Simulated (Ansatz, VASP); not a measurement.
**Two plane-wave programs on AlN**

INCAR

```
SYSTEM = AlN
  PREC = Accurate
  ENCUT = 520
  EDIFF = 1E-6
  ISMEAR = 0
  SIGMA = 0.02
  LREAL = .False.
  LASPH = .True.
  NELM = 100
  ALGO = Normal
  ISIF = 2
  LWAVE = .False.
  LCHARG = .True.
  GGA = PE
  LELF = .True.
  LVHAR = .True.
  NBANDS = 16
```

File KPOINTS:

```
Automatic mesh
0
Gamma
  12 12 6
  0 0 0
```

The input POSCAR:

```
AlN
1.0
    3.1302084198      0.0000000000      0.0000000000
   -1.5651042099      2.7108400106      0.0000000000
    0.0000000000      0.0000000000      5.0180433220
Al N
2 2
Direct
    0.6666666667      0.3333333333      0.4992342259
    0.3333333333      0.6666666667      0.9992342259
    0.6666666667      0.3333333333      0.8807657741
    0.3333333333      0.6666666667      0.3807657741
```

Input for Ansatz:

```yaml
crystal:
  lattice:
    - [3.13020842, 0.0, 0.0]
    - [-1.56510421, 2.7108400109, 0.0]
    - [0.0, 0.0, 5.0180433219]
  atoms:
    - { symbol: Al, position: [0.6666666667, 0.3333333333, 0.4992342259] }
    - { symbol: Al, position: [0.3333333333, 0.6666666667, 0.9992342259] }
    - { symbol: "N", position: [0.6666666667, 0.3333333333, 0.8807657741] }
    - { symbol: "N", position: [0.3333333333, 0.6666666667, 0.3807657741] }
basis:
  ecutwfc: 420
kpoints:
  mp_grid: { grid: [12, 12, 6] }
hamiltonian:
  xc: pbe
scf:
  occupations: { method: gaussian, width: 0.02 }
output:
  forces: true
  stress: true
  eigenvalues: true
```

Alike in both runs: task single point; functional PBE; k mesh 12 × 12 × 6; occupations gaussian, width 0.02 eV; no spin polarisation.

```csv
,VASP,Ansatz
version,VASP 6.6.1,Ansatz 0.2.0
potentials or method,"VASP PAW PBE potentials, release 64 (Al, N), cutoff 520 eV","scalar-relativistic, plane waves, PAW"
valence electrons in the cell,16,16
```

|  | VASP | Ansatz | Ansatz less VASP |
| --- | --- | --- | --- |
| gap on the k mesh at the Fermi level (eV) | 4.04 | 4.03 | -0.009 |
| least direct gap on the mesh (eV) | 4.04 | 4.03 | -0.009 |
| pressure (GPa) | -0.3 | 0.0 | +0.26 |
